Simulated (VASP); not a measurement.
# Al (a cell with a defect) in VASP: a series of runs

Al (a cell with a defect) is run at these levels: PBE; tasks: single point.

Program: VASP 6.6.1. These are calculated values, not measurements. Logs are shortened: lines on timing, memory, paths and dates and some standing lists are left out, and cuts for length are marked.

### 1 The cell of the first run

The cell holds a defect, 7 atoms: a = 5.727 Å, b = 5.727 Å, c = 5.727 Å, α = 60.00°, β = 60.00°, γ = 60.00°.

### 2 Single point, PBE

INCAR reads:

```
  PREC = Accurate
  ENCUT = 400
  EDIFF = 1E-6
  ISMEAR = -1
  SIGMA = 0.1
  LREAL = F
  LASPH = T
  NELM = 120
  ALGO = Normal
  ISIF = 2
  LWAVE = F
  LCHARG = F
  GGA = PE
  NBANDS = 20
  GGA_COMPAT = F
```

KPOINTS reads:

```
Automatic mesh
0
Gamma
  2 2 2
```

POSCAR reads:

```
Al
1.0
    0.0000000000      4.0496100000      4.0496100000
    4.0496100000      0.0000000000      4.0496100000
    4.0496100000      4.0496100000      0.0000000000
Al
7
Direct
   -0.0046889700      0.0046889700      0.0127388810
   -0.0046889700      0.4872611190      0.0127388810
    0.0078924884      0.4921075116      0.5078924884
    0.5078924884     -0.0078924884      0.0078924884
    0.5127388810      0.0046889700      0.4953110300
    0.4681153247      0.5318846753     -0.0318846753
    0.5127388810      0.4872611190      0.4953110300
```

Potentials or basis: VASP PAW PBE potentials, release 64 (Al).

On the command line:

```
$ cat potpaw_PBE.64/Al/POTCAR > POTCAR
$ mpirun -np 1 vasp_std > vasp.out
```

OUTCAR:

```text
PREC = Accurate
   ENCUT = 400
   EDIFF = 1E-6
   ISMEAR = -1
   LREAL = F
   LASPH = T
   NELM = 120
   ISIF = 2
   GGA = PE

 ion  position               nearest neighbor table
   1  0.995  0.005  0.013-   6 2.72   5 2.76   2 2.76   4 2.84   3 2.84   4 2.89   3 2.89   2 2.96
                             5 2.96   6 3.03
   2  0.995  0.487  0.013-   6 2.72   1 2.76   7 2.76   4 2.84   3 2.84   3 2.89   4 2.89   7 2.96
                             1 2.96   6 3.03
   3  0.008  0.492  0.508-   5 2.84   7 2.84   1 2.84   2 2.84   6 2.88   6 2.88   5 2.89   2 2.89
                             1 2.89   7 2.89
   4  0.508  0.992  0.008-   1 2.84   5 2.84   2 2.84   7 2.84   6 2.88   6 2.88   5 2.89   2 2.89
                             1 2.89   7 2.89
   5  0.513  0.005  0.495-   6 2.72   1 2.76   7 2.76   4 2.84   3 2.84   3 2.89   4 2.89   1 2.96
                             7 2.96   6 3.03
   6  0.468  0.532  0.968-   1 2.72   2 2.72   5 2.72   7 2.72   4 2.88   3 2.88   3 2.88   4 2.88
                             1 3.03   2 3.03   5 3.03   7 3.03
   7  0.513  0.487  0.495-   6 2.72   5 2.76   2 2.76   4 2.84   3 2.84   3 2.89   4 2.89   2 2.96
                             5 2.96   6 3.03

  LATTYP: Found a face centered cubic cell.
 ALAT       =     8.0992200000

  Lattice vectors:

 A1 = (   0.0000000000,   4.0496100000,   4.0496100000)
 A2 = (   4.0496100000,   0.0000000000,   4.0496100000)
 A3 = (   4.0496100000,   4.0496100000,   0.0000000000)

Analysis of symmetry for initial positions (statically):
=====================================================================
 Subroutine PRICEL returns:
 Original cell was already a primitive cell.

 Routine SETGRP: Setting up the symmetry group for a
 face centered cubic supercell.

 Subroutine GETGRP returns: Found  8 space group operations
 (whereof  2 operations were pure point group operations)
 out of a pool of 48 trial point group operations.

The static configuration has the point symmetry C_1h.
 The point group associated with its full space group is C_4v.

Analysis of symmetry for dynamics (positions and initial velocities):
=====================================================================
 Subroutine PRICEL returns:
 Original cell was already a primitive cell.

 Routine SETGRP: Setting up the symmetry group for a
 face centered cubic supercell.

 Subroutine GETGRP returns: Found  8 space group operations
 (whereof  2 operations were pure point group operations)
 out of a pool of 48 trial point group operations.

The dynamic configuration has the point symmetry C_1h.
 The point group associated with its full space group is C_4v.

 Subroutine INISYM returns: Found  8 space group operations
 (whereof  2 operations are pure point group operations),
 and found     1 'primitive' translations

----------------------------------------------------------------------------------------

                                     Primitive cell

  volume of cell :     132.8219

  direct lattice vectors                    reciprocal lattice vectors
     0.000000000  4.049610000  4.049610000    -0.123468680  0.123468680  0.123468680
     4.049610000  0.000000000  4.049610000     0.123468680 -0.123468680  0.123468680
     4.049610000  4.049610000  0.000000000     0.123468680  0.123468680 -0.123468680

  length of vectors
     5.727013384  5.727013384  5.727013384     0.213854026  0.213854026  0.213854026

  position of ions in fractional coordinates (direct lattice)
     0.995311030  0.004688970  0.012738881
     0.995311030  0.487261119  0.012738881
     0.007892488  0.492107512  0.507892488
     0.507892488  0.992107512  0.007892488
     0.512738881  0.004688970  0.495311030
     0.468115325  0.531884675  0.968115325
     0.512738881  0.487261119  0.495311030

  ion indices of the primitive-cell ions
   primitive index   ion index
                 1           1
                 2           2
                 3           3
                 4           4
                 5           5
                 6           6
                 7           7

----------------------------------------------------------------------------------------

 KPOINTS: Automatic mesh

Automatic generation of k-mesh.
 Grid dimensions read from file:
 generate k-points for:    2    2    2

 Generating k-lattice:

  Cartesian coordinates                     Fractional coordinates (reciprocal lattice)
    -0.061734340  0.061734340  0.061734340     0.500000000  0.000000000  0.000000000
     0.061734340 -0.061734340  0.061734340     0.000000000  0.500000000  0.000000000
     0.061734340  0.061734340 -0.061734340     0.000000000  0.000000000  0.500000000

  Length of vectors
     0.106927013  0.106927013  0.106927013

  Shift w.r.t. Gamma in fractional coordinates (k-lattice)
     0.000000000  0.000000000  0.000000000

 Subroutine IBZKPT returns following result:
 ===========================================

 Found      4 irreducible k-points:

 Following reciprocal coordinates:
            Coordinates               Weight
  0.000000  0.000000  0.000000      1.000000
  0.500000  0.000000  0.000000      4.000000
  0.500000  0.500000  0.000000      2.000000
  0.500000  0.000000  0.500000      1.000000
   k-points           NKPTS =      4   k-points in BZ     NKDIM =      4   number of bands    NBANDS=     20
   number of dos      NEDOS =    301   number of ions     NIONS =      7
   total plane-waves  NPLWV =  64000
   dimension x,y,z NGX =    40 NGY =   40 NGZ =   40
   dimension x,y,z NGXF=    80 NGYF=   80 NGZF=   80
   ions per type =               7
   NGX,Y,Z   is equivalent  to a cutoff of  11.61, 11.61, 11.61 a.u.
   NGXF,Y,Z  is equivalent  to a cutoff of  23.22, 23.22, 23.22 a.u.
 SYSTEM =  unknown system
   PREC   = accura    normal or accurate (medium, high low for compatibility)
   ISTART =      0    job   : 0-new  1-cont  2-samecut
   ICHARG =      2    charge: 1-file 2-atom 10-const
   ISPIN  =      1    spin polarized calculation?
   LNONCOLLINEAR =      F non collinear calculations
   LSORBIT =      F    spin-orbit coupling
   LASPH  =      T    aspherical Exc in radial PAW
   ENCUT  =  400.0 eV  29.40 Ry    5.42 a.u.   9.34  9.34  9.34*2*pi/ulx,y,z
   NELM   =    120;   NELMIN=  2; NELMDL= -5     # of ELM steps
   EDIFF  = 0.1E-05   stopping-criterion for ELM
   LREAL  =      F    real-space projection
   EDIFFG = 0.1E-04   stopping-criterion for IOM
   NSW    =      0    number of steps for IOM
   IBRION =     -1    ionic relax: 0-MD 1-quasi-New 2-CG
   NFREE  =      0    steps in history (QN), initial steepest desc. (CG)
   ISIF   =      2    stress and relaxation
   ISYM   =      2    0-nonsym 1-usesym 2-fastsym
   POTIM  = 0.5000    time-step for ionic-motion
   TEBEG  =    0.0;   TEEND  =   0.0 temperature during run
   PSTRESS=    0.0 pullay stress
   NELECT =      21.0000    total number of electrons
   NUPDOWN=      -1.0000    fix difference up-down
   EMIN   =  10.00;   EMAX   =-10.00  energy-range for DOS
   EFERMI =   0.00;   METHOD = LEGACY
   ISMEAR =    -1;   SIGMA  =   0.10  broadening in eV -4-tet -1-fermi 0-gaus
   EFERMI_NEDOS =   21; number of points for ismear=-14 and -15
   IALGO  =     38    algorithm
   IMIX   =      4    mixing-type and parameters
     AMIX     =   0.40;   BMIX     =  1.00
     AMIX_MAG =   1.60;   BMIX_MAG =  1.00
  volume/ion in A,a.u.               =      18.97       128.05
  Fermi-wavevector in a.u.,A,eV,Ry     =   0.885234  1.672850 10.662058  0.783639
  Thomas-Fermi vector in A             =   2.006240
   LORBIT       =      0    0 simple, 1 ext, 2 COOP (PROOUT), +10 PAW based schemes
   GGA     = PE    functional components
   LHFCALC =     F    Hartree Fock is set to
   AEXX    =    0.0000 exact exchange contribution
   IVDW    =     0    specifies the selected vdW correction
   LEPSILON=     F    determine dielectric tensor
   LRPA    =     F    only Hartree local field effects (RPA)
 non-spin polarized calculation
  energy-cutoff  :      400.00
  volume of cell :      132.82
 maximum number of plane-waves:      2450
 NGX is ok and might be reduce to    40
   NGX = 19   NGY = 19   NGZ = 19

 number of electron      21.0000000 magnetization

 Free energy of the ion-electron system (eV)
  ---------------------------------------------------
  ext. energy  EPLUGINS =         0.00000000
  ---------------------------------------------------
  free energy    TOTEN  =       -23.03057971 eV

  energy without entropy =      -22.76403285  energy(sigma->0) =      -22.89730628

 E-fermi :   6.6435     XC(G=0):  -9.5718

 val. band max:        6.5618951298   @ k =   0.5000   0.0000   0.0000
 cond. band min:       6.8345608417   @ k =   0.5000   0.0000   0.0000
 fundamental gap:      0.2726657119
 Fermi energy:         6.6435412020

 k-point     1 :       0.0000    0.0000    0.0000
  band No.  band energies     occupation
      1      -3.9105      2.00000
      2       2.0522      2.00000
      3       2.4104      2.00000
      4       2.4104      2.00000
      5       2.4881      2.00000
      6       2.5504      2.00000
      7       2.7047      2.00000
      8       2.7047      2.00000
      9       3.5771      2.00000
     10       4.8892      2.00000
     11       4.9087      2.00000
     12       4.9087      2.00000
     13       5.4877      1.99998
     14       5.5361      1.99997
     15       8.1326      0.00000
     16      12.3284      0.00000
     17      12.3284      0.00000
     18      12.4958      0.00000
     19      12.6006      0.00000
     20      12.7231      0.00000

 k-point     2 :       0.5000    0.0000    0.0000
  band No.  band energies     occupation
      1      -2.5795      2.00000
      2      -1.9079      2.00000
      3       1.5517      2.00000
      4       1.7170      2.00000
      5       1.7538      2.00000
      6       2.6193      2.00000
      7       2.6258      2.00000
      8       3.4593      2.00000
      9       6.4128      1.81899
     10       6.4849      1.66013
     11       6.4856      1.65823
     12       6.5619      1.38697
     13       6.8346      0.25792
     14       7.2437      0.00494
     15       9.9992      0.00000
     16      10.3169      0.00000
     17      10.6579      0.00000
     18      10.7659      0.00000
     19      10.9179      0.00000
     20      11.0944      0.00000

 k-point     3 :       0.5000    0.5000    0.0000
  band No.  band energies     occupation
      1      -1.8822      2.00000
      2      -1.7060      2.00000
      3       0.0860      2.00000
      4       0.4529      2.00000
      5       0.5479      2.00000
      6       1.9940      2.00000
      7       5.9699      1.99763
      8       6.0236      1.99595
      9       6.8637      0.19929
     10       6.9331      0.10475
     11       7.0478      0.03448
     12       7.4950      0.00040
     13       7.8669      0.00001
     14       7.9095      0.00001
     15       8.5239      0.00000
     16       8.5884      0.00000
     17       8.7467      0.00000
     18       9.5609      0.00000
     19      10.1080      0.00000
     20      10.2361      0.00000

 k-point     4 :       0.5000    0.0000    0.5000
  band No.  band energies     occupation
      1      -1.9702      2.00000
      2      -1.6171      2.00000
      3       0.1173      2.00000
      4       0.5119      2.00000
      5       0.5119      2.00000
      6       1.9193      2.00000
      7       5.9437      1.99817
      8       5.9437      1.99817
      9       6.9826      0.06521
     10       6.9875      0.06217
     11       6.9875      0.06216
     12       7.4914      0.00042
     13       7.9183      0.00001
     14       7.9249      0.00001
     15       8.5603      0.00000
     16       8.5603      0.00000
     17       8.6343      0.00000
     18       9.6051      0.00000
     19      10.1903      0.00000
     20      10.1903      0.00000

------------------------ aborting loop because EDIFF is reached ----------------------------------------

  FORCE on cell =-STRESS in cart. coord.  units (eV):
  Direction    XX          YY          ZZ          XY          YZ          ZX
  --------------------------------------------------------------------------------------
  -------------------------------------------------------------------------------------
  Total        0.0088667     -0.2068234      0.0088667      0.0000000      0.0000000      0.0000000
  in kB        0.1069558     -2.4948279      0.1069558      0.0000000      0.0000000      0.0000000
  external PRESSURE =      -0.7603054 kB  Pullay stress =       0.0000000 kB

 VOLUME and BASIS-vectors are now :
 -----------------------------------------------------------------------------
  energy-cutoff  :      400.00
  volume of cell :      132.82
      direct lattice vectors                 reciprocal lattice vectors
     0.000000000  4.049610000  4.049610000    -0.123468680  0.123468680  0.123468680
     4.049610000  0.000000000  4.049610000     0.123468680 -0.123468680  0.123468680
     4.049610000  4.049610000  0.000000000     0.123468680  0.123468680 -0.123468680

 POSITION                                       TOTAL-FORCE (eV/Angst)
 -----------------------------------------------------------------------------------
      0.07058      4.08221      4.04961         0.003621      0.001055      0.000000
      2.02481      4.08221      6.00384         0.000000      0.001055     -0.003621
      4.04961      2.08873      2.02481         0.000000     -0.000299      0.000000
      4.04961      2.08873      6.07442         0.000000     -0.000299      0.000000
      2.02481      4.08221      2.09538         0.000000      0.001055      0.003621
      6.07442      5.81617      4.04961         0.000000     -0.003624      0.000000
      3.97903      4.08221      4.04961        -0.003621      0.001055      0.000000
 -----------------------------------------------------------------------------------
    total drift:                               -0.000000      0.000012     -0.000000

  FREE ENERGIE OF THE ION-ELECTRON SYSTEM (eV)
  ---------------------------------------------------
  free  energy   TOTEN  =       -23.0305797098 eV

  energy  without entropy=      -22.7640328535  energy(sigma->0) =      -22.89730628
```

It took 7.9 s on 1 thread of Intel Xeon Platinum 8488C (Sapphire Rapids), shared host; peak memory 0.21 GiB.

Results:

```yaml
Free_energy: -23.0306 eV
Pressure: -0.1 GPa
Largest_force: 0.004 eV/Å
```

Forces on the atoms (eV/Å):
```
Al   0.004  0.001  0.000
Al   0.000  0.001 -0.004
Al   0.000  0.000  0.000
Al   0.000  0.000  0.000
Al   0.000  0.001  0.004
Al   0.000 -0.004  0.000
Al  -0.004  0.001  0.000
```

Caveat: the k points lie up to 0.67 Å⁻¹ apart.

### 3 Single point, PBE

INCAR reads:

```
SYSTEM = Al
ALGO = Normal
EDIFF = 1E-6
ENCUT = 400
GGA = PE
GGA_COMPAT = .FALSE.
ISIF = 2
ISMEAR = -1
LASPH = .TRUE.
LCHARG = .FALSE.
LREAL = .FALSE.
LWAVE = .FALSE.
NBANDS = 20
NELM = 120
PREC = Accurate
SIGMA = 0.1
```

KPOINTS reads:

```
k-points
0
G
  2 2 2
  0 0 0
```

POSCAR reads:

```
Al
1.0
    0.0000000000      4.0496100000      4.0496100000
    4.0496100000      0.0000000000      4.0496100000
    4.0496100000      4.0496100000      0.0000000000
Al
7
Direct
    0.0075830759      0.0080774445      0.4921697398
   -0.0042979447      0.5157963359      0.0034109457
   -0.0042979447      0.5157963359      0.4850906631
    0.5096500651     -0.0049523287      0.0058736520
    0.5096500651     -0.0049523287      0.4894286116
    0.5101094920      0.5055727589     -0.0078411254
    0.4716033149      0.4646614118      0.5318676366
```

Potentials or basis: VASP PAW PBE potentials, release 64 (Al).

On the command line:

```
$ cat potpaw_PBE.64/Al/POTCAR > POTCAR
$ mpirun -np 1 vasp_std > vasp.out
```

Run time: 10 s. Hardware: 1 thread of Intel Xeon Platinum 8488C (Sapphire Rapids), shared host; peak memory 0.22 GiB.

The run converged. Its results:

```
Free energy   : -23.0304 eV
Pressure      : -0.1 GPa
Largest force : 0.006 eV/Å
```

Forces in eV/Å, atoms in the order of the input:
```
Al   0.001 -0.001  0.002
Al   0.004  0.001 -0.004
Al  -0.001 -0.004 -0.004
Al  -0.001  0.006  0.002
Al  -0.006  0.001  0.002
Al   0.000  0.000  0.003
Al   0.004 -0.004  0.000
```

Stress tensor (GPa, compression positive):
```
 0.02 -0.01  0.12
-0.01  0.02 -0.12
 0.12 -0.12 -0.25
```

Levels at points of the mesh, in eV from the Fermi level:
| k point | band 8 | band 9 | band 10 | band 11 | band 12 | band 13 | band 14 | band 15 | band 16 | band 17 |
| --- | --- | --- | --- | --- | --- | --- | --- | --- | --- | --- |
| (0.00, 0.00, 0.00) | -3.94 | -3.07 | -1.75 | -1.74 | -1.74 | -1.16 | -1.11 | 1.49 | 5.68 | 5.69 |
| (0.50, 0.00, 0.00) | -3.19 | -0.24 | -0.16 | -0.16 | -0.07 | 0.20 | 0.61 | 3.37 | 3.66 | 4.03 |
| (0.00, 0.50, 0.00) | -3.18 | -0.22 | -0.16 | -0.15 | -0.09 | 0.18 | 0.59 | 3.34 | 3.69 | 4.00 |
| (0.00, 0.00, 0.50) | -3.18 | -0.23 | -0.16 | -0.16 | -0.08 | 0.19 | 0.60 | 3.36 | 3.67 | 4.01 |
| (0.50, 0.50, 0.00) | -0.70 | 0.33 | 0.34 | 0.35 | 0.85 | 1.27 | 1.28 | 1.92 | 1.92 | 1.99 |
| (0.00, 0.50, 0.50) | -0.62 | 0.22 | 0.29 | 0.40 | 0.85 | 1.22 | 1.27 | 1.88 | 1.94 | 2.10 |

Caveat: the k points lie up to 0.67 Å⁻¹ apart.
